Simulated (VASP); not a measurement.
# CoSn (P6/mmm) in VASP: a series of runs, part 2 of 2

VASP 6.6.1.

**3. Relaxation of cell and atoms, PBEsol**

This run uses another cell than the first one, of 16.39 Å³/atom.

Input file INCAR:

```
PREC = Accurate ; ENCUT = 600
EDIFF = 1E-6 ; ISMEAR = -1
SIGMA = 0.15 ; LREAL = False
LASPH = True ; NELM = 80
ALGO = Fast ; ISIF = 3
LWAVE = False ; LCHARG = False
GGA = PS ; IBRION = 2
NSW = 80 ; EDIFFG = -0.001
```

Input file KPOINTS:

```
Automatic mesh
0
Gamma
  9 9 8
```

Input file POSCAR:

```
CoSn
1.0
    5.2197175453      0.0000000000      0.0000000000
   -2.6098587727      4.5204079948      0.0000000000
    0.0000000000      0.0000000000      4.1684711704
Co Sn
3 3
Direct
    0.0000000000      0.5000000000      0.0000000000
    0.5000000000      0.5000000000      0.0000000000
    0.5000000000      0.0000000000      0.0000000000
    0.6666666667      0.3333333333      0.5000000000
    0.3333333333      0.6666666667      0.5000000000
    0.0000000000      0.0000000000      0.0000000000
```

Potentials or basis: VASP PAW PBE potentials, release 64 (Co, Sn_d).

Launch:

```console
> cat potpaw_PBE.64/Co/POTCAR potpaw_PBE.64/Sn_d/POTCAR > POTCAR
> mpirun -np 1 vasp_std > vasp.out
```

OUTCAR:

```text
PREC = Accurate
   ENCUT = 600
   EDIFF = 1E-6
   ISMEAR = -1
   LREAL = False
   LASPH = True
   NELM = 80
   ISIF = 3
   GGA = PS
   IBRION = 2
   NSW = 80
   EDIFFG = -0.001

 ion  position               nearest neighbor table
   1  0.000  0.500  0.000-   4 2.57   5 2.57   4 2.57   5 2.57   3 2.61   3 2.61   2 2.61   2 2.61
                             6 2.61   6 2.61
   2  0.500  0.500  0.000-   4 2.57   5 2.57   4 2.57   5 2.57   6 2.61   6 2.61   1 2.61   1 2.61
                             3 2.61   3 2.61
   3  0.500  0.000  0.000-   4 2.57   5 2.57   4 2.57   5 2.57   1 2.61   1 2.61   6 2.61   6 2.61
                             2 2.61   2 2.61
   4  0.667  0.333  0.500-   1 2.57   1 2.57   3 2.57   3 2.57   2 2.57   2 2.57   5 3.01   5 3.01
                             5 3.01   6 3.66   6 3.66   6 3.66   6 3.66   6 3.66   6 3.66
   5  0.333  0.667  0.500-   1 2.57   1 2.57   3 2.57   3 2.57   2 2.57   2 2.57   4 3.01   4 3.01
                             4 3.01   6 3.66   6 3.66   6 3.66   6 3.66   6 3.66   6 3.66
[... 409 lines left out ...]
 E-fermi :  10.2424     XC(G=0): -12.0861

 val. band max:       10.2234946870   @ k =   0.3333   0.2222   0.2500
 cond. band min:      10.2472304462   @ k =   0.0000   0.0000   0.3750
 fundamental gap:      0.0237357592
 Fermi energy:        10.2423928913

 k-point     1 :       0.0000    0.0000    0.0000
  band No.  band energies     occupation
      1     -11.2099      2.00000
      2     -11.1129      2.00000
      3     -11.1129      2.00000
      4     -11.0996      2.00000
      5     -11.0996      2.00000
      6     -11.0251      2.00000
[... 1045 lines left out ...]
     40      14.7496      0.00000
     41      14.7496      0.00000

 [... further k-points ...]

------------------------ aborting loop because EDIFF is reached ----------------------------------------

  FORCE on cell =-STRESS in cart. coord.  units (eV):
  Direction    XX          YY          ZZ          XY          YZ          ZX
  --------------------------------------------------------------------------------------
  -------------------------------------------------------------------------------------
  Total       -0.0020984     -0.0020984     -0.0023104      0.0000000      0.0000000     -0.0000000
  in kB       -0.0341062     -0.0341062     -0.0375526      0.0000000      0.0000000     -0.0000000
  external PRESSURE =      -0.0352550 kB  Pullay stress =       0.0000000 kB
[... 21 lines left out ...]
  FREE ENERGIE OF THE ION-ELECTRON SYSTEM (eV)
  ---------------------------------------------------
  free  energy   TOTEN  =       -37.1198910910 eV

  energy  without entropy=      -36.7738016690  energy(sigma->0) =      -36.94684638

 reached required accuracy - stopping structural energy minimisation
```

CONTCAR:

```text
CoSn
   1.00000000000000
     5.2118108789430639    0.0000000000000874    0.0000000000000000
    -2.6059054395213805    4.5135606208756442    0.0000000000000000
     0.0000000000000000    0.0000000000000000    4.1903794723807648
  Co              Sn
     3     3
Direct
     0.0000000000000000    0.5000000000000000    0.0000000000000000
     0.5000000000000000    0.5000000000000000    0.0000000000000000
     0.5000000000000000    0.0000000000000000    0.0000000000000000
     0.6666666667000030    0.3333333332999970    0.5000000000000000
     0.3333333332999970    0.6666666667000030    0.5000000000000000
     0.0000000000000000    0.0000000000000000    0.0000000000000000

  0.00000000E+00  0.00000000E+00  0.00000000E+00
  0.00000000E+00  0.00000000E+00  0.00000000E+00
  0.00000000E+00  0.00000000E+00  0.00000000E+00
  0.00000000E+00  0.00000000E+00  0.00000000E+00
  0.00000000E+00  0.00000000E+00  0.00000000E+00
  0.00000000E+00  0.00000000E+00  0.00000000E+00
```

It took 52 min on 1 thread of Oxide Virtual Turin-like, shared host; peak memory 0.39 GiB.

Results:

* Free energy: -37.1199 eV
* Relaxed volume: 16.43 Å³/atom
* Relaxed cell: a = 5.212 Å, b = 5.212 Å, c = 4.190 Å, α = 90.00°, β = 90.00°, γ = 120.00°
* Space group after relaxing (to 0.1 Å): P6/mmm (No. 191)
* Energy gained by relaxing: 0.3 meV/atom
* Ionic steps: 19
* Pressure after relaxing: 0.0 GPa
* Band gap on the k mesh: zero (an odd number of electrons rules out a gap without spin polarisation)

The path:
```tsv
step	energy change (eV)	largest force (eV/Å)	pressure (GPa)	volume (Å³)
1	0.0000	0.0000	0.29	98.36
2	-0.0018	0.0000	-0.29	98.78
3	-0.0019	0.0000	-0.19	98.72
4	-0.0019	0.0000	-0.23	98.73
5	-0.0019	0.0000	0.17	98.47
6	-0.0020	0.0000	-0.01	98.59
7	-0.0020	0.0000	-0.02	98.59
8	-0.0020	0.0000	0.07	98.53
9	-0.0020	0.0000	-0.01	98.58
10	-0.0020	0.0000	0.00	98.57
11	-0.0020	0.0000	-0.13	98.57
12	-0.0020	0.0000	0.00	98.57
13	-0.0020	0.0000	0.18	98.57
14	-0.0020	0.0000	0.11	98.57
15	-0.0020	0.0000	-0.01	98.57
16	-0.0020	0.0000	-0.05	98.57
17	-0.0020	0.0000	-0.01	98.57
18	-0.0020	0.0000	-0.02	98.57
19	-0.0020	0.0000	0.00	98.57
```

Final structure:
```xyz
6
Lattice="5.2118 0.0000 0.0000 -2.6059 4.5136 0.0000 0.0000 0.0000 4.1904" Properties=species:S:1:pos:R:3 pbc="T T T"
Co   -1.3030    2.2568    0.0000
Co    1.3030    2.2568    0.0000
Co    2.6059    0.0000    0.0000
Sn    2.6059    1.5045    2.0952
Sn    0.0000    3.0090    2.0952
Sn    0.0000    0.0000    0.0000
```

Caveat: the PAW data sets were made with another functional, which shifts forces and pressure a little; spin-orbit coupling is left out, which moves the levels of the heavy elements; the run has no spin polarisation, though such a crystal can be magnetic. Spin polarisation is off, so any magnetic state and its effect on volume and gap are missing.

The gap in the log of VASP goes by the Fermi energy; the results here count the filled bands.